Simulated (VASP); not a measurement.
# Ru in VASP: notebook, part 2 of 3

VASP 6.6.1. The steps go on from the part before.

## Step 3: Single point, PBE

This run uses another cell than the first one, of 16.17 Å³/atom.

File INCAR:

```
SYSTEM = Ru
PREC     = Accurate       ! precision mode
ENCUT    = 520            ! plane-wave cutoff, eV
EDIFF    = 1E-6           ! SCF threshold, eV
ISMEAR   = 0              ! smearing method
SIGMA    = 0.1            ! smearing width, eV
LREAL    = .FALSE.        ! projectors in reciprocal space
LASPH    = .TRUE.         ! aspherical terms in the spheres
NELM     = 100            ! most SCF steps
ALGO     = Normal         ! electronic algorithm
ISIF     = 2              ! what is computed and relaxed
LWAVE    = .FALSE.        ! write WAVECAR
LCHARG   = .FALSE.        ! write CHGCAR
GGA      = PE             ! functional
NBANDS   = 36             ! bands
```

File KPOINTS:

```
regular mesh
0
G
  6 6 2
  0 0 0
```

File POSCAR:

```
Ru
1.0
    3.7050552301      0.0000000000      0.0000000000
   -1.8525276151      3.2086719517      0.0000000000
    0.0000000000      0.0000000000      5.4392114802
Ru
4
Direct
    0.0000000000      0.0000000000     -0.1230107478
    0.0000000000      0.0000000000      0.3769892522
    0.3333333333      0.6666666667      0.1280107478
    0.6666666667      0.3333333333      0.6280107478
```

Potentials or basis: VASP PAW PBE potentials, release 64 (Ru_pv).

The run is started by

```
$ cat potpaw_PBE.64/Ru_pv/POTCAR > POTCAR
$ mpirun -np 1 vasp_std > vasp.out
```

OUTCAR:

```text
SYSTEM = Ru
   PREC = Accurate
   ENCUT = 520
   EDIFF = 1E-6
   ISMEAR = 0
   LREAL = .FALSE.
   LASPH = .TRUE.
   NELM = 100
   ISIF = 2
   GGA = PE

 ion  position               nearest neighbor table
   1  0.000  0.000  0.877-   4 2.53   4 2.53   4 2.53   3 2.54   3 2.54   3 2.54   2 2.72   2 2.72

   2  0.000  0.000  0.377-   3 2.53   3 2.53   3 2.53   4 2.54   4 2.54   4 2.54   1 2.72   1 2.72

   3  0.333  0.667  0.128-   2 2.53   2 2.53   2 2.53   1 2.54   1 2.54   1 2.54
   4  0.667  0.333  0.628-   1 2.53   1 2.53   1 2.53   2 2.54   2 2.54   2 2.54

  LATTYP: Found a hexagonal cell.
 ALAT       =     3.7050552301
 C/A-ratio  =     1.4680513899

  Lattice vectors:

 A1 = (   3.7050552301,   0.0000000000,   0.0000000000)
 A2 = (  -1.8525276151,   3.2086719517,   0.0000000000)
 A3 = (   0.0000000000,   0.0000000000,   5.4392114802)

Analysis of symmetry for initial positions (statically):
=====================================================================
 Subroutine PRICEL returns:
 Original cell was already a primitive cell.

 Routine SETGRP: Setting up the symmetry group for a
 hexagonal supercell.

 Subroutine GETGRP returns: Found 12 space group operations
 (whereof  6 operations were pure point group operations)
 out of a pool of 24 trial point group operations.

The static configuration has the point symmetry C_3v.
 The point group associated with its full space group is C_6v.

Analysis of symmetry for dynamics (positions and initial velocities):
=====================================================================
 Subroutine PRICEL returns:
 Original cell was already a primitive cell.

 Routine SETGRP: Setting up the symmetry group for a
 hexagonal supercell.

 Subroutine GETGRP returns: Found 12 space group operations
 (whereof  6 operations were pure point group operations)
 out of a pool of 24 trial point group operations.

The dynamic configuration has the point symmetry C_3v.
 The point group associated with its full space group is C_6v.

 Subroutine INISYM returns: Found 12 space group operations
 (whereof  6 operations are pure point group operations),
 and found     1 'primitive' translations

----------------------------------------------------------------------------------------

                                     Primitive cell

  volume of cell :      64.6630

  direct lattice vectors                    reciprocal lattice vectors
     3.705055230  0.000000000  0.000000000     0.269901510  0.155827709  0.000000000
    -1.852527615  3.208671952  0.000000000     0.000000000  0.311655419  0.000000000
     0.000000000  0.000000000  5.439211480     0.000000000  0.000000000  0.183850178

  length of vectors
     3.705055230  3.705055230  5.439211480     0.311655419  0.311655419  0.183850178

  position of ions in fractional coordinates (direct lattice)
     0.000000000  0.000000000  0.876989252
     0.000000000  0.000000000  0.376989252
     0.333333333  0.666666667  0.128010748
     0.666666667  0.333333333  0.628010748

  ion indices of the primitive-cell ions
   primitive index   ion index
                 1           1
                 2           2
                 3           3
                 4           4

----------------------------------------------------------------------------------------

 KPOINTS: regular mesh
[... 30 lines left out ...]
  0.333333  0.166667  0.000000     12.000000
  0.333333  0.333333  0.000000      2.000000
  0.000000  0.000000  0.500000      1.000000
  0.166667  0.000000  0.500000      6.000000
  0.333333  0.000000  0.500000      6.000000
  0.500000  0.000000  0.500000      3.000000
  0.166667  0.166667  0.500000      6.000000
  0.333333  0.166667  0.500000     12.000000
  0.333333  0.333333  0.500000      2.000000
   k-points           NKPTS =     14   k-points in BZ     NKDIM =     14   number of bands    NBANDS=     36
   number of dos      NEDOS =    301   number of ions     NIONS =      4
   total plane-waves  NPLWV =  31360
   dimension x,y,z NGX =    28 NGY =   28 NGZ =   40
   dimension x,y,z NGXF=    56 NGYF=   56 NGZF=   80
   ions per type =               4
   NGX,Y,Z   is equivalent  to a cutoff of  12.56, 12.56, 12.23 a.u.
   NGXF,Y,Z  is equivalent  to a cutoff of  25.13, 25.13, 24.45 a.u.
 SYSTEM =  Ru
   PREC   = accura    normal or accurate (medium, high low for compatibility)
   ISTART =      0    job   : 0-new  1-cont  2-samecut
   ICHARG =      2    charge: 1-file 2-atom 10-const
   ISPIN  =      1    spin polarized calculation?
   LNONCOLLINEAR =      F non collinear calculations
   LSORBIT =      F    spin-orbit coupling
   LASPH  =      T    aspherical Exc in radial PAW
   ENCUT  =  520.0 eV  38.22 Ry    6.18 a.u.   6.89  6.89 10.11*2*pi/ulx,y,z
   NELM   =    100;   NELMIN=  2; NELMDL= -5     # of ELM steps
   EDIFF  = 0.1E-05   stopping-criterion for ELM
   LREAL  =      F    real-space projection
   EDIFFG = 0.1E-04   stopping-criterion for IOM
   NSW    =      0    number of steps for IOM
   IBRION =     -1    ionic relax: 0-MD 1-quasi-New 2-CG
   NFREE  =      0    steps in history (QN), initial steepest desc. (CG)
   ISIF   =      2    stress and relaxation
   ISYM   =      2    0-nonsym 1-usesym 2-fastsym
   POTIM  = 0.5000    time-step for ionic-motion
   TEBEG  =    0.0;   TEEND  =   0.0 temperature during run
   PSTRESS=    0.0 pullay stress
   NELECT =      56.0000    total number of electrons
   NUPDOWN=      -1.0000    fix difference up-down
   EMIN   =  10.00;   EMAX   =-10.00  energy-range for DOS
   EFERMI =   0.00;   METHOD = LEGACY
   ISMEAR =     0;   SIGMA  =   0.10  broadening in eV -4-tet -1-fermi 0-gaus
   EFERMI_NEDOS =   21; number of points for ismear=-14 and -15
   IALGO  =     38    algorithm
   IMIX   =      4    mixing-type and parameters
     AMIX     =   0.40;   BMIX     =  1.00
     AMIX_MAG =   1.60;   BMIX_MAG =  1.00
  volume/ion in A,a.u.               =      16.17       109.09
  Fermi-wavevector in a.u.,A,eV,Ry     =   1.560458  2.948839 33.130599  2.435030
  Thomas-Fermi vector in A             =   2.663667
   LORBIT       =      0    0 simple, 1 ext, 2 COOP (PROOUT), +10 PAW based schemes
   GGA     = PE    functional components
   LHFCALC =     F    Hartree Fock is set to
   AEXX    =    0.0000 exact exchange contribution
   IVDW    =     0    specifies the selected vdW correction
   LEPSILON=     F    determine dielectric tensor
   LRPA    =     F    only Hartree local field effects (RPA)
 non-spin polarized calculation
 Gauss-broadening in eV      SIGMA  =   0.10
  energy-cutoff  :      520.00
  volume of cell :       64.66
 maximum number of plane-waves:      1760
 NGX is ok and might be reduce to    28
   NGX = 13   NGY = 13   NGZ = 21

 number of electron      56.0000012 magnetization

 Free energy of the ion-electron system (eV)
  ---------------------------------------------------
  ext. energy  EPLUGINS =         0.00000000
  ---------------------------------------------------
  free energy    TOTEN  =       -33.16597619 eV

  energy without entropy =      -33.13154832  energy(sigma->0) =      -33.14876226

 E-fermi :  10.0443     XC(G=0): -12.8558

 val. band max:       10.0318414690   @ k =   0.3333   0.1667   0.0000
 cond. band min:      10.0622417107   @ k =   0.1667   0.0000   0.0000
 fundamental gap:      0.0304002417
 Fermi energy:        10.0443448923

 k-point     1 :       0.0000    0.0000    0.0000
  band No.  band energies     occupation
      1     -33.0907      2.00000
      2     -33.0907      2.00000
      3     -33.0639      2.00000
      4     -32.8323      2.00000
      5     -32.6946      2.00000
      6     -32.6946      2.00000
[... 535 lines left out ...]
     35      13.5576      0.00000
     36      13.5576      0.00000

------------------------ aborting loop because EDIFF is reached ----------------------------------------

  FORCE on cell =-STRESS in cart. coord.  units (eV):
  Direction    XX          YY          ZZ          XY          YZ          ZX
  --------------------------------------------------------------------------------------
  -------------------------------------------------------------------------------------
  Total       -0.0209149     -0.0209149      0.0273256      0.0000000      0.0000000      0.0000000
  in kB       -0.5182149     -0.5182149      0.6770544      0.0000000      0.0000000      0.0000000
  external PRESSURE =      -0.1197918 kB  Pullay stress =       0.0000000 kB

 VOLUME and BASIS-vectors are now :
 -----------------------------------------------------------------------------
  energy-cutoff  :      520.00
  volume of cell :       64.66
      direct lattice vectors                 reciprocal lattice vectors
     3.705055230  0.000000000  0.000000000     0.269901510  0.155827709  0.000000000
    -1.852527615  3.208671952  0.000000000     0.000000000  0.311655419  0.000000000
     0.000000000  0.000000000  5.439211480     0.000000000  0.000000000  0.183850178

 POSITION                                       TOTAL-FORCE (eV/Angst)
 -----------------------------------------------------------------------------------
      0.00000      0.00000      4.77013         0.000000      0.000000      0.002863
      0.00000      0.00000      2.05052         0.000000     -0.000000      0.002863
     -0.00000      2.13911      0.69628        -0.000000      0.000000     -0.002863
      1.85253      1.06956      3.41588         0.000000     -0.000000     -0.002863
 -----------------------------------------------------------------------------------
    total drift:                               -0.000000     -0.000000     -0.000794

  FREE ENERGIE OF THE ION-ELECTRON SYSTEM (eV)
  ---------------------------------------------------
  free  energy   TOTEN  =       -33.1659761932 eV

  energy  without entropy=      -33.1315483186  energy(sigma->0) =      -33.14876226
```

Wall time 28 s (1 thread of AMD EPYC 7R13 (Zen 3), shared host); peak memory 0.15 GiB.

Results:

```yaml
Free_energy: -33.1660 eV
Pressure: 0.0 GPa
Band_gap_on_the_k_mesh: zero (bands 28 and 29 overlap by 0.69 eV)
```

Forces in eV/Å, atoms in the order of the input:
```
Ru   0.000  0.000  0.003
Ru   0.000  0.000  0.003
Ru   0.000  0.000 -0.003
Ru   0.000  0.000 -0.003
```

Caveat: the k points lie up to 0.58 Å⁻¹ apart, too coarse for converged energies and pressures of a metal.

## Step 4: Single point, PBE

This run uses another cell than the first one, of 16.18 Å³/atom.

File INCAR:

```
PREC = Accurate ; ENCUT = 520
EDIFF = 1E-6 ; ISMEAR = 0
SIGMA = 0.1 ; LREAL = False
LASPH = True ; NELM = 80
ALGO = Fast ; ISIF = 2
LWAVE = False ; LCHARG = False
GGA = PE ; NBANDS = 36
```

File KPOINTS:

```
regular mesh
0
Gamma
  6 6 4
```

File POSCAR:

```
Ru
1.0
    3.7288211039      0.0000000000      0.0000000000
   -1.8644105520      3.2292538021      0.0000000000
    0.0000000000      0.0000000000      5.3747688362
Ru
4
Direct
    0.0000000000      0.0000000000      0.5000000000
    0.0000000000      0.0000000000      0.0000000000
    0.3333333333      0.6666666667      0.7500000000
    0.6666666667      0.3333333333      0.2500000000
```

The run is started by

```
$ cat potpaw_PBE.64/Ru_pv/POTCAR > POTCAR
$ mpirun -np 1 vasp_std > vasp.out
```

Run time: 39 s. Hardware: 1 thread of AMD EPYC 7R13 (Zen 3), shared host; peak memory 0.15 GiB.

It converged, with:

* Free energy: -33.1395 eV
* Pressure: 0.3 GPa
* Band gap on the k mesh: zero (bands 28 and 29 overlap by 0.69 eV)

Stress tensor (GPa, compression positive):
```
 0.39  0.00  0.00
 0.00  0.39  0.00
 0.00  0.00 -0.02
```

Levels at points of the mesh, in eV from the Fermi level:
| k point | band 25 | band 26 | band 27 | band 28 | band 29 | band 30 | band 31 | band 32 |
| --- | --- | --- | --- | --- | --- | --- | --- | --- |
| (0.00, 0.00, 0.00) | -0.98 | -0.98 | -0.50 | -0.50 | 0.34 | 1.79 | 1.79 | 2.42 |
| (0.50, 0.00, 0.00) | -1.69 | -1.33 | -0.52 | -0.39 | 0.03 | 0.31 | 1.22 | 1.85 |
| (0.00, 0.00, 0.50) | 0.31 | 0.31 | 0.55 | 0.55 | 0.55 | 0.55 | 1.84 | 1.84 |
| (0.50, 0.00, 0.50) | -1.21 | -1.21 | -1.12 | -1.12 | 0.18 | 0.18 | 0.88 | 0.88 |

[end of part 2 of 3]
